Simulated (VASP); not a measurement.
# Ru in VASP: notebook

Runs on Ru. Level: LDA. Tasks: single point.

Program: VASP 6.6.1. These are calculated values, not measurements. Logs are shortened: lines on timing, memory, paths and dates and some standing lists are left out, and cuts for length are marked.

## Step 1: The cell of the first run

Symmetry: P6_3/mmc, No. 194, hexagonal system. The conventional cell has a = 2.674 Å, b = 2.674 Å, c = 4.227 Å, α = 90.00°, β = 90.00°, γ = 120.00°. Ru (site symmetry -6m2) has 12 Ru at 2.62 to 2.67 Å within 3.5 Å.

## Step 2: Single point, LDA

INCAR reads:

```
PREC     = Accurate       # precision mode
ENCUT    = 520            # plane-wave cutoff, eV
EDIFF    = 1E-7           # SCF threshold, eV
ISMEAR   = 0              # smearing method
SIGMA    = 0.15           # smearing width, eV
LREAL    = F              # projectors in reciprocal space
LASPH    = T              # aspherical terms in the spheres
NELM     = 100            # most SCF steps
ALGO     = Normal         # electronic algorithm
ISIF     = 2              # what is computed and relaxed
LWAVE    = F              # write WAVECAR
LCHARG   = F              # write CHGCAR
NBANDS   = 21             # bands
```

KPOINTS reads:

```
Automatic mesh
0
Gamma
  21 21 10
```

POSCAR reads:

```
Ru
1.0
    2.6740588025      0.0000000000      0.0000000000
   -1.3370294013      2.3158028542      0.0000000000
    0.0000000000      0.0000000000      4.2267610266
Ru
2
Direct
    0.3333333333      0.6666666667      0.2500000000
    0.6666666667      0.3333333333      0.7500000000
```

Potentials or basis: VASP PAW LDA potentials, release 64 (Ru_pv).

Launch:

```sh
$ cat potpaw_LDA.64/Ru_pv/POTCAR > POTCAR
$ mpirun -np 1 vasp_std > vasp.out
```

OUTCAR:

```text
PREC = Accurate
   ENCUT = 520
   EDIFF = 1E-7
   ISMEAR = 0
   LREAL = F
   LASPH = T
   NELM = 100
   ISIF = 2

 ion  position               nearest neighbor table
   1  0.333  0.667  0.250-   2 2.62   2 2.62   2 2.62   2 2.62   2 2.62   2 2.62
   2  0.667  0.333  0.750-   1 2.62   1 2.62   1 2.62   1 2.62   1 2.62   1 2.62

  LATTYP: Found a hexagonal cell.
 ALAT       =     2.6740588025
 C/A-ratio  =     1.5806537323

  Lattice vectors:

 A1 = (   2.6740588025,   0.0000000000,   0.0000000000)
 A2 = (  -1.3370294013,   2.3158028542,   0.0000000000)
 A3 = (   0.0000000000,   0.0000000000,   4.2267610266)

Analysis of symmetry for initial positions (statically):
=====================================================================
 Subroutine PRICEL returns:
 Original cell was already a primitive cell.

 Routine SETGRP: Setting up the symmetry group for a
 hexagonal supercell.

 Subroutine GETGRP returns: Found 24 space group operations
 (whereof 12 operations were pure point group operations)
 out of a pool of 24 trial point group operations.

The static configuration has the point symmetry D_3d.
 The point group associated with its full space group is D_6h.

Analysis of symmetry for dynamics (positions and initial velocities):
=====================================================================
 Subroutine PRICEL returns:
 Original cell was already a primitive cell.

 Routine SETGRP: Setting up the symmetry group for a
 hexagonal supercell.

 Subroutine GETGRP returns: Found 24 space group operations
 (whereof 12 operations were pure point group operations)
 out of a pool of 24 trial point group operations.

The dynamic configuration has the point symmetry D_3d.
 The point group associated with its full space group is D_6h.

 Subroutine INISYM returns: Found 24 space group operations
 (whereof 12 operations are pure point group operations),
 and found     1 'primitive' translations

----------------------------------------------------------------------------------------

                                     Primitive cell

  volume of cell :      26.1746

  direct lattice vectors                    reciprocal lattice vectors
     2.674058802  0.000000000  0.000000000     0.373963355  0.215907843  0.000000000
    -1.337029401  2.315802854  0.000000000     0.000000000  0.431815687  0.000000000
     0.000000000  0.000000000  4.226761027     0.000000000  0.000000000  0.236587778

  length of vectors
     2.674058802  2.674058803  4.226761027     0.431815687  0.431815687  0.236587778

  position of ions in fractional coordinates (direct lattice)
     0.333333333  0.666666667  0.250000000
     0.666666667  0.333333333  0.750000000

  ion indices of the primitive-cell ions
   primitive index   ion index
                 1           1
                 2           2

----------------------------------------------------------------------------------------

 KPOINTS: Automatic mesh

Automatic generation of k-mesh.
 Grid dimensions read from file:
 generate k-points for:   21   21   10

 Generating k-lattice:

  Cartesian coordinates                     Fractional coordinates (reciprocal lattice)
     0.017807779  0.010281326  0.000000000     0.047619048 -0.000000000  0.000000000
     0.000000000  0.020562652  0.000000000     0.000000000  0.047619048  0.000000000
     0.000000000  0.000000000  0.023658778     0.000000000  0.000000000  0.100000000

  Length of vectors
     0.020562652  0.020562652  0.023658778

  Shift w.r.t. Gamma in fractional coordinates (k-lattice)
     0.000000000  0.000000000  0.000000000

 Subroutine IBZKPT returns following result:
 ===========================================

 Found    288 irreducible k-points:

 Following reciprocal coordinates:
            Coordinates               Weight
  0.000000  0.000000  0.000000      1.000000
  0.047619 -0.000000  0.000000      6.000000
  0.095238 -0.000000  0.000000      6.000000
  0.142857  0.000000  0.000000      6.000000
  0.190476 -0.000000  0.000000      6.000000
  0.238095  0.000000  0.000000      6.000000
[... 16 lines left out ...]
  0.142857  0.095238  0.000000     12.000000
  0.190476  0.095238  0.000000     12.000000
 [... further k-points ...]
   k-points           NKPTS =    288   k-points in BZ     NKDIM =    288   number of bands    NBANDS=     21
   number of dos      NEDOS =    301   number of ions     NIONS =      2
   total plane-waves  NPLWV =  12800
   dimension x,y,z NGX =    20 NGY =   20 NGZ =   32
   dimension x,y,z NGXF=    40 NGYF=   40 NGZF=   64
   ions per type =               2
   NGX,Y,Z   is equivalent  to a cutoff of  12.43, 12.43, 12.59 a.u.
   NGXF,Y,Z  is equivalent  to a cutoff of  24.87, 24.87, 25.17 a.u.
 SYSTEM =  unknown system
   PREC   = accura    normal or accurate (medium, high low for compatibility)
   ISTART =      0    job   : 0-new  1-cont  2-samecut
   ICHARG =      2    charge: 1-file 2-atom 10-const
   ISPIN  =      1    spin polarized calculation?
   LNONCOLLINEAR =      F non collinear calculations
   LSORBIT =      F    spin-orbit coupling
   LASPH  =      T    aspherical Exc in radial PAW
   ENCUT  =  520.0 eV  38.22 Ry    6.18 a.u.   4.97  4.97  7.86*2*pi/ulx,y,z
   NELM   =    100;   NELMIN=  2; NELMDL= -5     # of ELM steps
   EDIFF  = 0.1E-06   stopping-criterion for ELM
   LREAL  =      F    real-space projection
   EDIFFG = 0.1E-05   stopping-criterion for IOM
   NSW    =      0    number of steps for IOM
   IBRION =     -1    ionic relax: 0-MD 1-quasi-New 2-CG
   NFREE  =      0    steps in history (QN), initial steepest desc. (CG)
   ISIF   =      2    stress and relaxation
   ISYM   =      2    0-nonsym 1-usesym 2-fastsym
   POTIM  = 0.5000    time-step for ionic-motion
   TEBEG  =    0.0;   TEEND  =   0.0 temperature during run
   PSTRESS=    0.0 pullay stress
   NELECT =      28.0000    total number of electrons
   NUPDOWN=      -1.0000    fix difference up-down
   EMIN   =  10.00;   EMAX   =-10.00  energy-range for DOS
   EFERMI =   0.00;   METHOD = LEGACY
   ISMEAR =     0;   SIGMA  =   0.15  broadening in eV -4-tet -1-fermi 0-gaus
   EFERMI_NEDOS =   21; number of points for ismear=-14 and -15
   IALGO  =     38    algorithm
   IMIX   =      4    mixing-type and parameters
     AMIX     =   0.40;   BMIX     =  1.00
     AMIX_MAG =   1.60;   BMIX_MAG =  1.00
  volume/ion in A,a.u.               =      13.09        88.32
  Fermi-wavevector in a.u.,A,eV,Ry     =   1.674303  3.163974 38.141091  2.803291
  Thomas-Fermi vector in A             =   2.759122
   LORBIT       =      0    0 simple, 1 ext, 2 COOP (PROOUT), +10 PAW based schemes
   GGA     = CA    functional components
   LHFCALC =     F    Hartree Fock is set to
   AEXX    =    0.0000 exact exchange contribution
   IVDW    =     0    specifies the selected vdW correction
   LEPSILON=     F    determine dielectric tensor
   LRPA    =     F    only Hartree local field effects (RPA)
 non-spin polarized calculation
 Gauss-broadening in eV      SIGMA  =   0.15
  energy-cutoff  :      520.00
  volume of cell :       26.17
 maximum number of plane-waves:       732
 NGX is ok and might be reduce to    20
   NGX =  9   NGY =  9   NGZ = 15

 number of electron      27.9999992 magnetization

 Free energy of the ion-electron system (eV)
  ---------------------------------------------------
  ext. energy  EPLUGINS =         0.00000000
  ---------------------------------------------------
  free energy    TOTEN  =       -21.39690875 eV

  energy without entropy =      -21.37673290  energy(sigma->0) =      -21.38682083

 E-fermi :  13.3916     XC(G=0): -14.6071

 val. band max:       13.3913139928   @ k =   0.2381   0.0952   0.1000
 cond. band min:      13.3925454841   @ k =   0.3810   0.1905   0.3000
 fundamental gap:      0.0012314913
 Fermi energy:        13.3915933029

 k-point     1 :       0.0000    0.0000    0.0000
  band No.  band energies     occupation
      1     -30.2274      2.00000
      2     -29.1561      2.00000
      3     -29.1561      2.00000
      4     -28.9613      2.00000
      5     -28.9613      2.00000
      6     -28.9129      2.00000
[... 13 lines left out ...]
     20      23.3269      0.00000
     21      24.1423      0.00000

 k-point     2 :       0.0476   -0.0000    0.0000
  band No.  band energies     occupation
      1     -30.2185      2.00000
      2     -29.1752      2.00000
      3     -29.1626      2.00000
      4     -28.9814      2.00000
      5     -28.9639      2.00000
      6     -28.9170      2.00000
[... 13 lines left out ...]
     20      23.3268      0.00000
     21      24.1297      0.00000

 k-point     3 :       0.0952   -0.0000    0.0000
  band No.  band energies     occupation
      1     -30.1922      2.00000
      2     -29.2310      2.00000
      3     -29.1812      2.00000
      4     -29.0392      2.00000
      5     -28.9714      2.00000
      6     -28.9294      2.00000
[... 13 lines left out ...]
     20      23.3268      0.00000
     21      24.0881      0.00000

 k-point     4 :       0.1429    0.0000    0.0000
  band No.  band energies     occupation
      1     -30.1496      2.00000
      2     -29.3184      2.00000
      3     -29.2099      2.00000
      4     -29.1286      2.00000
      5     -28.9839      2.00000
      6     -28.9500      2.00000
[... 13 lines left out ...]
     20      23.3268      0.00000
     21      24.0119      0.00000

 k-point     5 :       0.1905   -0.0000    0.0000
  band No.  band energies     occupation
      1     -30.0927      2.00000
      2     -29.4295      2.00000
      3     -29.2453      2.00000
      4     -29.2402      2.00000
      5     -29.0004      2.00000
      6     -28.9790      2.00000
[... 13 lines left out ...]
     20      23.3267      0.00000
     21      23.9037      0.00000
[... 382 lines left out ...]
     20      23.3255      0.00000
     21      24.7992      0.00000

 k-point    22 :       0.0952    0.0952    0.0000
  band No.  band energies     occupation
      1     -30.1248      2.00000
      2     -29.3502      2.00000
      3     -29.2696      2.00000
      4     -29.1402      2.00000
      5     -29.0034      2.00000
      6     -28.9625      2.00000
[... 13 lines left out ...]
     20      23.3268      0.00000
     21      23.9705      0.00000

 k-point    23 :       0.1429    0.0952    0.0000
  band No.  band energies     occupation
      1     -30.0690      2.00000
      2     -29.4438      2.00000
      3     -29.3547      2.00000
      4     -29.1981      2.00000
      5     -29.0286      2.00000
      6     -28.9915      2.00000
[... 13 lines left out ...]
     20      23.3267      0.00000
     21      23.8776      0.00000

 k-point    24 :       0.1905    0.0952    0.0000
  band No.  band energies     occupation
      1     -30.0017      2.00000
      2     -29.5566      2.00000
      3     -29.4468      2.00000
      4     -29.2590      2.00000
      5     -29.0549      2.00000
      6     -29.0287      2.00000
[... 13 lines left out ...]
     20      23.3267      0.00000
     21      23.7864      0.00000

 [... further k-points ...]

------------------------ aborting loop because EDIFF is reached ----------------------------------------

  FORCE on cell =-STRESS in cart. coord.  units (eV):
  Direction    XX          YY          ZZ          XY          YZ          ZX
  --------------------------------------------------------------------------------------
  -------------------------------------------------------------------------------------
  Total        0.1710440      0.1710440      0.1470704     -0.0000000     -0.0000000      0.0000000
  in kB       10.4697947     10.4697947      9.0023426     -0.0000000     -0.0000000      0.0000000
  external PRESSURE =       9.9806440 kB  Pullay stress =       0.0000000 kB

 VOLUME and BASIS-vectors are now :
 -----------------------------------------------------------------------------
  energy-cutoff  :      520.00
  volume of cell :       26.17
      direct lattice vectors                 reciprocal lattice vectors
     2.674058802  0.000000000  0.000000000     0.373963355  0.215907843  0.000000000
    -1.337029401  2.315802854  0.000000000     0.000000000  0.431815687  0.000000000
     0.000000000  0.000000000  4.226761027     0.000000000  0.000000000  0.236587778

 POSITION                                       TOTAL-FORCE (eV/Angst)
 -----------------------------------------------------------------------------------
     -0.00000      1.54387      1.05669        -0.000000      0.000000      0.000000
      1.33703      0.77193      3.17007         0.000000     -0.000000      0.000000
 -----------------------------------------------------------------------------------
    total drift:                               -0.000000      0.000000     -0.000000

  FREE ENERGIE OF THE ION-ELECTRON SYSTEM (eV)
  ---------------------------------------------------
  free  energy   TOTEN  =       -21.3969087452 eV

  energy  without entropy=      -21.3767329049  energy(sigma->0) =      -21.38682083
```

Wall time 58 s (1 thread of Intel Xeon Platinum 8559C (Emerald Rapids), shared host); peak memory 0.22 GiB.

What came out:

| Quantity | Value |
| --- | --- |
| Free energy | -21.3969 eV |
| Pressure | 1.0 GPa |
| Band gap on the k mesh | zero (bands 14 and 15 overlap by 3.26 eV) |

[end of part 1 of 2]
